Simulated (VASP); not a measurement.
Input of a VASP 6.6.1 run:

The input POSCAR:

```
Ti
1.0
    4.3774338472      0.0000000000      0.0000000000
   -2.1887169236      3.7909689151      0.0000000000
    0.0000000000      0.0000000000      2.7079649157
Ti
3
Direct
    1.0000000000      1.0000000000      0.0000000000
    0.3333333333      0.6666666667      0.5000000000
    0.6666666667      0.3333333333      0.5000000000
```

The input INCAR.step1:

```
PREC     = Accurate       # precision mode
ENCUT    = 520            # plane-wave cutoff, eV
ISMEAR   = -1             # smearing method
SIGMA    = 0.1            # smearing width, eV
LREAL    = F              # projectors in reciprocal space
LASPH    = T              # aspherical terms in the spheres
NELM     = 100            # most SCF steps
NBANDS   = 25             # bands
GGA      = PE             # functional
ALGO     = Normal         # electronic algorithm
EDIFF    = 1E-4           # SCF threshold, eV
LWAVE    = T              # write WAVECAR
LCHARG   = F              # write CHGCAR
```

INCAR.step2

```
PREC     = Accurate       # precision mode
ENCUT    = 520            # plane-wave cutoff, eV
EDIFF    = 1E-7           # SCF threshold, eV
ISMEAR   = -1             # smearing method
SIGMA    = 0.1            # smearing width, eV
LREAL    = F              # projectors in reciprocal space
LASPH    = T              # aspherical terms in the spheres
NELM     = 100            # most SCF steps
ALGO     = Normal         # electronic algorithm
ISIF     = 2              # what is computed and relaxed
LWAVE    = F              # write WAVECAR
LCHARG   = F              # write CHGCAR
METAGGA  = R2SCAN         # meta-GGA
LMIXTAU  = T            
NBANDS   = 25             # bands
ISTART   = 1
```

Contents of KPOINTS:

```
regular mesh
0
Gamma
  9 9 13
```

Potentials or basis: VASP PAW PBE potentials, release 64 (Ti_sv).

Launch:

```console
$ cat potpaw_PBE.64/Ti_sv/POTCAR > POTCAR
$ cp INCAR.step1 INCAR
$ mpirun -np 1 vasp_std > vasp.out
$ cp INCAR.step2 INCAR
$ mpirun -np 1 vasp_std > vasp.out
```

Task: Predict the band gap on the k mesh.

Result: Zero (bands 18 and 19 overlap by 0.36 eV).

Task: Predict the pressure.

Result: 19.4 GPa.

Stress tensor (GPa, compression positive):
```
18.91  0.00  0.00
 0.00 18.91  0.00
 0.00  0.00 20.44
```

Caveat: the cell stands under pressure; the PAW data sets were made with another functional, which shifts forces and pressure a little.
